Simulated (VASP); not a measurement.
Input of a VASP 6.6.1 run:

Contents of INCAR:

```
ALGO = Normal ; EDIFF = 1E-6
ENCUT = 520 ; GGA = PE
ISIF = 2 ; ISMEAR = 0
LASPH = T ; LCHARG = T
LELF = T ; LREAL = F
LVHAR = T ; LWAVE = F
NBANDS = 21 ; NELM = 80
PREC = Accurate ; SIGMA = 0.01
```

Contents of KPOINTS:

```
k-points
0
Gamma
  6 6 6
```

Contents of POSCAR:

```
PbF2
1.0
    0.0000000000      2.8882436422      2.8882436422
    2.8882436422      0.0000000000      2.8882436422
    2.8882436422      2.8882436422      0.0000000000
Pb F
1 2
Direct
    0.0000000000      0.0000000000      0.0000000000
    0.2500000000      0.2500000000      0.2500000000
    0.7500000000      0.7500000000      0.7500000000
```

Potentials or basis: VASP PAW PBE potentials, release 64 (Pb_d, F).

Command:

```sh
$ cat potpaw_PBE.64/Pb_d/POTCAR potpaw_PBE.64/F/POTCAR > POTCAR
$ mpirun -np 1 vasp_std > vasp.out
```

Q: Estimate the band gap on the k mesh.

A: 4.42 eV, indirect (least direct gap 4.54 eV).

Q: Predict the pressure.

A: 9.8 GPa.

Caveat: spin-orbit coupling is left out, which moves the levels of the heavy elements. A k mesh can miss the band edges.
